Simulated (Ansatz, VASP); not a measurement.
Two plane-wave programs on SnSe

File POSCAR:

```
SnSe
1.0
    0.0000000000      3.0299343558      3.0299343558
    3.0299343558      0.0000000000      3.0299343558
    3.0299343558      3.0299343558      0.0000000000
Sn Se
1 1
Direct
    0.0000000000      0.0000000000      0.0000000000
    0.5000000000      0.5000000000      0.5000000000
```

The input INCAR.step1:

```
SYSTEM = SnSe
PREC     = Accurate       ! precision mode
ENCUT    = 520            ! plane-wave cutoff, eV
ISMEAR   = -1             ! smearing method
SIGMA    = 0.05           ! smearing width, eV
LREAL    = .False.        ! projectors in reciprocal space
LASPH    = .True.         ! aspherical terms in the spheres
NELM     = 80             ! most SCF steps
NBANDS   = 17             ! bands
GGA      = PE             ! functional
ALGO     = Normal         ! electronic algorithm
EDIFF    = 1E-4           ! SCF threshold, eV
LWAVE    = .True.         ! write WAVECAR
LCHARG   = .False.        ! write CHGCAR
```

Contents of INCAR.step2:

```
SYSTEM = SnSe
PREC     = Accurate       ! precision mode
ENCUT    = 520            ! plane-wave cutoff, eV
EDIFF    = 1E-7           ! SCF threshold, eV
ISMEAR   = -1             ! smearing method
SIGMA    = 0.05           ! smearing width, eV
LREAL    = .False.        ! projectors in reciprocal space
LASPH    = .True.         ! aspherical terms in the spheres
NELM     = 80             ! most SCF steps
ALGO     = Normal         ! electronic algorithm
ISIF     = 2              ! what is computed and relaxed
LWAVE    = .False.        ! write WAVECAR
LCHARG   = .False.        ! write CHGCAR
METAGGA  = R2SCAN         ! meta-GGA
LMIXTAU  = .True.       
IVDW     = 13             ! dispersion correction
VDW_S6   = 1.0          
VDW_S8   = 0.6018749    
VDW_A1   = 0.51559235   
VDW_A2   = 5.77342911   
NBANDS   = 17             ! bands
ISTART   = 1
```

KPOINTS

```
regular mesh
0
Gamma
  8 8 8
  0 0 0
```

Contents of input.yaml:

```yaml
crystal:
  lattice:
    - [0.0, 3.0299343558, 3.0299343558]
    - [3.0299343558, 0.0, 3.0299343558]
    - [3.0299343558, 3.0299343558, 0.0]
  atoms:
    - { symbol: Sn, position: [0.0, 0.0, 0.0] }
    - { symbol: Se, position: [0.5, 0.5, 0.5] }
hamiltonian:
  xc: r2scan
  pseudopotentials: { kind: paw }
  dispersion: d4
kpoints:
  mp_grid: { grid: [8, 8, 8] }
scf:
  occupations: { method: fermi_dirac, width: 0.05 }
output:
  forces: true
  stress: true
  eigenvalues: true
```

Alike in both runs: task single point; functional r2SCAN; dispersion D4; k mesh 8 × 8 × 8; occupations fermi-dirac, width 0.05 eV; no spin polarisation.

```csv
,VASP,Ansatz
version,VASP 6.6.1,Ansatz 0.2.0
potentials or method,"VASP PAW PBE potentials, release 64 (Sn_d, Se)",Ansatz PAW
plane-wave cutoff (eV),520,500
valence electrons in the cell,20,30
```

|  | VASP | Ansatz | Ansatz less VASP |
| --- | --- | --- | --- |
| gap on the k mesh at the Fermi level (eV) | 0.37 | 0.37 | 0.000 |
| least direct gap on the mesh (eV) | 0.37 | 0.37 | 0.000 |
| pressure (GPa) | -1.7 | -1.6 | 0.00 |

VASP's potentials were made for PBE, not for r2SCAN. VASP's potentials hold 20 valence electrons a cell and Ansatz's 30, so a difference there can come from the potentials and not from the codes.
